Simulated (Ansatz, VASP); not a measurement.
## TePb in VASP and in Ansatz

```
Te Pb
1.0
     0.00000    3.23100    3.23100
     3.23100    0.00000    3.23100
     3.23100    3.23100    0.00000
Te Pb
1 1
Direct
  0.50000 0.50000 0.50000
  0.00000 0.00000 0.00000
```

Alike in both runs: task electric field gradients; functional r2SCAN; k mesh 9 × 9 × 9; occupations fermi-dirac, width 0.05 eV; no spin polarisation.

|  | VASP | Ansatz |
| --- | --- | --- |
| version | VASP 6.6.1 | Ansatz 0.2.0 |
| potentials or method | VASP PAW PBE potentials, release 64 (Te, Pb_d) | plane-wave PAW, scalar-relativistic |
| plane-wave cutoff (eV) | 520 | 500 |
| valence electrons in the cell | 20 | 30 |

|  | VASP | Ansatz | Ansatz less VASP |
| --- | --- | --- | --- |
| pressure (GPa) | 1.5 | 1.5 | +0.01 |

VASP's potentials were made for PBE, not for r2SCAN. VASP's potentials hold 20 valence electrons a cell and Ansatz's 30, so a difference there can come from the potentials and not from the codes.

Spin-orbit coupling is off throughout.
